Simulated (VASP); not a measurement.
Here is a VASP 6.6.1 calculation.

File INCAR:

```
ALGO = Normal ; EDIFF = 1E-7
ENCUT = 520 ; GGA = PE
ISIF = 2 ; ISMEAR = 0
LASPH = True ; LCHARG = True
LELF = True ; LREAL = False
LVHAR = True ; LWAVE = False
NBANDS = 30 ; NELM = 60
PREC = Accurate ; SIGMA = 0.1
```

KPOINTS

```
k-points
0
Gamma
  4 4 4
```

The input POSCAR:

```
SrGaI3
1.0
    5.4414103600      0.0000000000      0.0000000000
    0.0000000000      5.4414103600      0.0000000000
    0.0000000000      0.0000000000      5.4414103600
Sr Ga I
1 1 3
Direct
    0.5000000000      0.5000000000      0.5000000000
    0.0000000000      0.0000000000      0.0000000000
    0.5000000000      0.0000000000      0.0000000000
    0.0000000000      0.5000000000      0.0000000000
    0.0000000000      0.0000000000      0.5000000000
```

Potentials or basis: VASP PAW PBE potentials, release 64 (Sr_sv, Ga_d, I).

Launch:

```bash
$ cat potpaw_PBE.64/Sr_sv/POTCAR potpaw_PBE.64/Ga_d/POTCAR potpaw_PBE.64/I/POTCAR > POTCAR
$ mpirun -np 1 vasp_std > vasp.out
```

(1) Predict the pressure.

(2) What does it give for the band gap on the k mesh?

Answers

(1) 7.2 GPa.

(2) zero (band 22 reaches 6.69 eV, above the bottom of band 23 at 6.14 eV).

Caveat: spin-orbit coupling is left out, which moves the levels of the heavy elements.
